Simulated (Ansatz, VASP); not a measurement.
## ZnAu in VASP and in Ansatz

```
Zn Au
1.0
     3.14849    0.00000    0.00000
     0.00000    3.14849    0.00000
     0.00000    0.00000    3.14849
Zn Au
1 1
Direct
  0.50000 0.50000 0.50000
  0.00000 0.00000 0.00000
```

Alike in both runs: task single point; functional r2SCAN; k mesh 14 × 14 × 14; occupations gaussian, width 0.1 eV; no spin polarisation.

|  | VASP | Ansatz |
| --- | --- | --- |
| version | VASP 6.6.1 | Ansatz 0.2.0 |
| potentials or method | VASP PAW PBE potentials, release 64 (Zn, Au), cutoff 520 eV | scalar-relativistic, plane waves, PAW |
| valence electrons in the cell | 23 | 31 |

```csv
,VASP,Ansatz,Ansatz less VASP
gap on the k mesh at the Fermi level (eV),none,none,-
pressure (GPa),0.3,0.0,-0.33
```

VASP's potentials were made for PBE, not for r2SCAN. A gap of «none» marks a metal or a gap that the smearing closes. VASP's potentials hold 23 valence electrons a cell and Ansatz's 31, so a difference there can come from the potentials and not from the codes.

Spin-orbit coupling is off throughout.
